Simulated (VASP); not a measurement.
# Cu (P6/mmm) in VASP: a series of runs, part 2 of 2

VASP 6.6.1. Earlier steps stand in the parts before.

### Step 3. Single point, PBE

This run uses another cell than the first one, of 13.30 Å³/atom.

Contents of INCAR:

```
PREC = Accurate
ENCUT = 600
EDIFF = 1E-6
ISMEAR = 0
SIGMA = 0.1
LREAL = False
LASPH = True
NELM = 120
ALGO = Normal
ISIF = 2
LWAVE = False
LCHARG = False
GGA = PE
NBANDS = 24
GGA_COMPAT = False
```

Contents of KPOINTS:

```
Automatic mesh
0
Gamma
  6 6 8
```

Contents of POSCAR:

```
Cu
1.0
    4.2199435286      0.0000000000      0.0000000000
   -2.1099717643      3.6545782983      0.0000000000
    0.0000000000      0.0000000000      2.5870088588
Cu
3
Direct
    0.0000000000      0.0000000000      0.0000000000
    0.3333333333      0.6666666667      0.5000000000
    0.6666666667      0.3333333333      0.5000000000
```

Potentials or basis: VASP PAW PBE potentials, release 64 (Cu).

Run with:

```bash
cat potpaw_PBE.64/Cu/POTCAR > POTCAR
mpirun -np 1 vasp_std > vasp.out
```

It took 44 s on 1 thread of Intel Xeon 8259CL, shared host; peak memory 0.19 GiB.

It converged, with:

```
Free energy            : -10.8579 eV
Pressure               : -8.8 GPa
Band gap on the k mesh : zero (an odd number of electrons rules out a gap without spin polarisation)
```

Stress tensor (GPa, compression positive):
```
 -7.68   0.00   0.00
  0.00  -7.68   0.00
  0.00   0.00 -11.07
```

Levels at points of the mesh, in eV from the Fermi level:
```
           k point  band 14  band 15  band 16  band 17  band 18  band 19
(0.00, 0.00, 0.00)    -2.29    -1.61    -1.61     4.27     4.27     4.29
(0.50, 0.00, 0.00)    -1.81    -1.77    -1.65    -1.58    -0.43     3.63
(0.00, 0.00, 0.50)    -1.71    -1.41    -0.51    -0.07     7.72     7.88
(0.50, 0.00, 0.50)    -1.62    -1.51     0.37     0.65     2.91     2.96
```

Caveat: the cell stands under tension.

### Step 4. Relaxation of cell and atoms, PBE

This run uses another cell than the first one, of 13.30 Å³/atom.

Contents of INCAR:

```
ALGO = Normal
EDIFF = 1E-7
EDIFFG = -0.04
ENCUT = 600
GGA = PE
GGA_COMPAT = F
IBRION = 2
ISIF = 3
ISMEAR = 0
LASPH = T
LCHARG = F
LREAL = F
LWAVE = F
NELM = 120
NELMIN = 4
NSW = 90
PREC = Accurate
SIGMA = 0.1
```

Contents of KPOINTS:

```
k-points
0
Gamma
  6 6 6
```

POSCAR is that of step 3.

Potentials or basis: VASP PAW PBE potentials, release 64 (Cu).

Run with:

```bash
cat potpaw_PBE.64/Cu/POTCAR > POTCAR
mpirun -np 1 vasp_std > vasp.out
```

OUTCAR:

```text
EDIFF = 1E-7
   EDIFFG = -0.04
   ENCUT = 600
   GGA = PE
   IBRION = 2
   ISIF = 3
   ISMEAR = 0
   LASPH = T
   LREAL = F
   NELM = 120
   NELMIN = 4
   NSW = 90
   PREC = Accurate

 ion  position               nearest neighbor table
   1  0.000  0.000  0.000-   2 2.76   3 2.76   2 2.76   3 2.76   2 2.76   2 2.76   3 2.76   3 2.76
                             3 2.76   3 2.76   2 2.76   2 2.76
   2  0.333  0.667  0.500-   3 2.44   3 2.44   3 2.44   1 2.76   1 2.76   1 2.76   1 2.76   1 2.76
                             1 2.76
   3  0.667  0.333  0.500-   2 2.44   2 2.44   2 2.44   1 2.76   1 2.76   1 2.76   1 2.76   1 2.76
                             1 2.76

  LATTYP: Found a hexagonal cell.
 ALAT       =     4.2199435286
 C/A-ratio  =     0.6130434783

  Lattice vectors:

 A1 = (   4.2199435286,   0.0000000000,   0.0000000000)
 A2 = (  -2.1099717643,   3.6545782983,   0.0000000000)
 A3 = (   0.0000000000,   0.0000000000,   2.5870088588)

Analysis of symmetry for initial positions (statically):
=====================================================================
 Subroutine PRICEL returns:
 Original cell was already a primitive cell.

 Routine SETGRP: Setting up the symmetry group for a
 hexagonal supercell.

 Subroutine GETGRP returns: Found 24 space group operations
 (whereof 24 operations were pure point group operations)
[... 176 lines left out ...]
  Total       -1.7544162     -1.7544162     -2.9756439      0.0000000     -0.0000000      0.0000000
  in kB      -70.4533069    -70.4533069   -119.4949954      0.0000000     -0.0000000      0.0000000
  external PRESSURE =     -86.8005364 kB  Pullay stress =       0.0000000 kB
[... 135 lines left out ...]
--------------------------------------- Ionic step        5  -------------------------------------------

 number of electron      32.9999989 magnetization

 Free energy of the ion-electron system (eV)
  ---------------------------------------------------
  ext. energy  EPLUGINS =         0.00000000
  ---------------------------------------------------
  free energy    TOTEN  =       -10.88859406 eV

  energy without entropy =      -10.87642690  energy(sigma->0) =      -10.88251048

 E-fermi :   7.2944     XC(G=0): -12.5269

 val. band max:        7.2737304758   @ k =   0.1667   0.1667   0.0000
 cond. band min:       7.3259286082   @ k =   0.1667   0.1667   0.5000
 fundamental gap:      0.0521981324
 Fermi energy:         7.2943842815

 k-point     1 :       0.0000    0.0000    0.0000
  band No.  band energies     occupation
      1      -1.9119      2.00000
      2       2.7470      2.00000
      3       3.5818      2.00000
      4       3.6732      2.00000
      5       3.6732      2.00000
      6       3.7158      2.00000
[... 541 lines left out ...]
     19      11.8840      0.00000
     20      14.3016      0.00000

 [... further k-points ...]

------------------------ aborting loop because EDIFF is reached ----------------------------------------

  FORCE on cell =-STRESS in cart. coord.  units (eV):
  Direction    XX          YY          ZZ          XY          YZ          ZX
  --------------------------------------------------------------------------------------
  -------------------------------------------------------------------------------------
  Total        0.1013291      0.1013291      0.1157349      0.0000000      0.0000000      0.0000000
  in kB        4.4322025      4.4322025      5.0623235      0.0000000      0.0000000      0.0000000
  external PRESSURE =       4.6422428 kB  Pullay stress =       0.0000000 kB
[... 18 lines left out ...]
  FREE ENERGIE OF THE ION-ELECTRON SYSTEM (eV)
  ---------------------------------------------------
  free  energy   TOTEN  =       -10.8885940604 eV

  energy  without entropy=      -10.8764268988  energy(sigma->0) =      -10.88251048

 reached required accuracy - stopping structural energy minimisation
```

OSZICAR:

```text
N       E                     dE             d eps       ncg     rms          rms(c)
DAV:   1     0.232202817139E+03    0.23220E+03   -0.16809E+04  1176   0.310E+03
DAV:   2     0.726744401831E+00   -0.23148E+03   -0.22460E+03  1120   0.404E+02
DAV:   3    -0.129800804920E+02   -0.13707E+02   -0.12131E+02  1196   0.151E+02
DAV:   4    -0.132772202963E+02   -0.29714E+00   -0.29528E+00  1336   0.258E+01
[... 56 lines left out ...]
DAV:   4    -0.108886267936E+02    0.11986E-02   -0.36149E-03  1604   0.440E+00    0.706E-02
DAV:   5    -0.108885942267E+02    0.32567E-04   -0.81561E-04  1776   0.926E-01    0.182E-02
DAV:   6    -0.108885941331E+02    0.93598E-07   -0.41852E-05  1524   0.200E-01    0.973E-03
DAV:   7    -0.108885941237E+02    0.93469E-08   -0.33983E-06  1476   0.497E-02    0.160E-03
DAV:   8    -0.108885940604E+02    0.63295E-07   -0.23929E-07   868   0.191E-02
   5 F= -.10888594E+02 E0= -.10882510E+02  d E =-.758883E-02
```

CONTCAR:

```text
Cu
   1.00000000000000
     4.1559275877241735    0.0000000000000000    0.0000000000000000
    -2.0779637938620867    3.5991388672545277   -0.0000000000000000
     0.0000000000000000    0.0000000000000000    2.4488291098112169
  Cu
     3
Direct
     0.0000000000000000    0.0000000000000000    0.0000000000000000
     0.3333333332999970    0.6666666667000030    0.5000000000000000
     0.6666666667000030    0.3333333332999970    0.5000000000000000

  0.00000000E+00  0.00000000E+00  0.00000000E+00
  0.00000000E+00  0.00000000E+00  0.00000000E+00
  0.00000000E+00  0.00000000E+00  0.00000000E+00
```

Run time: 2.9 min. Hardware: 1 thread of Intel Xeon 8259CL, shared host; peak memory 0.19 GiB.

What came out:

- Free energy: -10.8886 eV
- Relaxed volume: 12.21 Å³/atom
- Relaxed cell: a = 4.156 Å, b = 4.156 Å, c = 2.449 Å, α = 90.00°, β = 90.00°, γ = 120.00°
- Space group after relaxing (to 0.1 Å): P6/mmm (No. 191)
- Energy gained by relaxing: 38.0 meV/atom
- Ionic steps: 5
- Pressure after relaxing: 0.5 GPa
- Band gap on the k mesh: zero (an odd number of electrons rules out a gap without spin polarisation)

The path:
```tsv
step	energy change (eV)	largest force (eV/Å)	pressure (GPa)	volume (Å³)
1	0.0000	0.0000	-8.68	39.90
2	-0.1005	0.0000	3.28	35.87
3	-0.1065	0.0000	0.56	36.57
4	-0.1134	0.0000	0.41	36.61
5	-0.1141	0.0000	0.46	36.63
```

Final structure:
```yaml
crystal:
  lattice:
    - [4.15593, 0.00000, 0.00000]
    - [-2.07796, 3.59914, 0.00000]
    - [0.00000, 0.00000, 2.44883]
  atoms:
    - { symbol: Cu, position: [0.00000, 0.00000, 0.00000] }
    - { symbol: Cu, position: [0.33333, 0.66667, 0.50000] }
    - { symbol: Cu, position: [0.66667, 0.33333, 0.50000] }
```

Levels at points of the mesh, in eV from the Fermi level:
| k point | band 14 | band 15 | band 16 | band 17 | band 18 | band 19 |
| --- | --- | --- | --- | --- | --- | --- |
| (0.00, 0.00, 0.00) | -2.35 | -1.66 | -1.66 | 4.25 | 4.25 | 4.26 |
| (0.50, 0.00, 0.00) | -1.86 | -1.82 | -1.76 | -1.62 | -0.80 | 3.80 |
| (0.00, 0.00, 0.50) | -1.80 | -1.38 | -0.30 | 0.32 | 7.94 | 8.41 |
| (0.50, 0.00, 0.50) | -1.64 | -1.52 | 0.63 | 0.69 | 3.38 | 3.62 |

Caveat: the k points lie up to 0.43 Å⁻¹ apart in the final cell, too coarse for converged energies and pressures of a metal.

### Step 5. The runs side by side

| task | cell | k mesh | gap on the mesh (eV) | pressure (GPa) |
| --- | --- | --- | --- | --- |
| single point | a = 4.155, b = 4.155, c = 2.448 Å, angles 90.0, 90.0, 120.0°, 3 atoms | 6 × 6 × 6 | none | 0.8 |
| single point | a = 4.220, b = 4.220, c = 2.587 Å, angles 90.0, 90.0, 120.0°, 3 atoms | 6 × 6 × 8 | none | -8.8 |
| relaxation of cell and atoms | relaxed from a = 4.220, b = 4.220, c = 2.587 Å, angles 90.0, 90.0, 120.0°, 3 atoms | 6 × 6 × 6 | none | 0.5 |

Alike in all rows: level PBE; potentials or basis VASP PAW PBE potentials, release 64 (Cu); no spin polarisation; cutoff (eV) 600; smearing gaussian 0.1 eV.

Caveats: some runs use coarse meshes; the cell stands under tension (at least some runs).

Absolute energies hang on the potentials; compare differences alone.
